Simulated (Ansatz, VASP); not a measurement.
# CaS in VASP and in Ansatz

```
Ca S
1.0
     0.00000    2.78222    2.78222
     2.78222    0.00000    2.78222
     2.78222    2.78222    0.00000
Ca S
1 1
Direct
  0.00000 0.00000 0.00000
  0.50000 0.50000 0.50000
```

Alike in both runs: task single point; functional LDA; k mesh 6 × 6 × 6; no spin polarisation.

|  | VASP | Ansatz |
| --- | --- | --- |
| version | VASP 6.6.1 | Ansatz 0.2.0 |
| potentials or method | VASP PAW LDA potentials, release 64 (Ca_sv, S), cutoff 500 eV | all-electron LAPW, scalar-relativistic |
| occupations | gaussian, width 0.01 eV | fixed |

VASP gave:

| Item | Value |
| --- | --- |
| gap on the k mesh at the Fermi level (eV) | 1.96 |
| pressure (GPa) | 0.3 |

Q: What did Ansatz give for the same quantities?

A: gap on the k mesh at the Fermi level (eV): 1.97; pressure (GPa): 0.0.

LDA's correlation is that of Perdew and Zunger in VASP and of Perdew and Wang (1992) in Ansatz. Ansatz ran all-electron here, and VASP with PAW potentials.
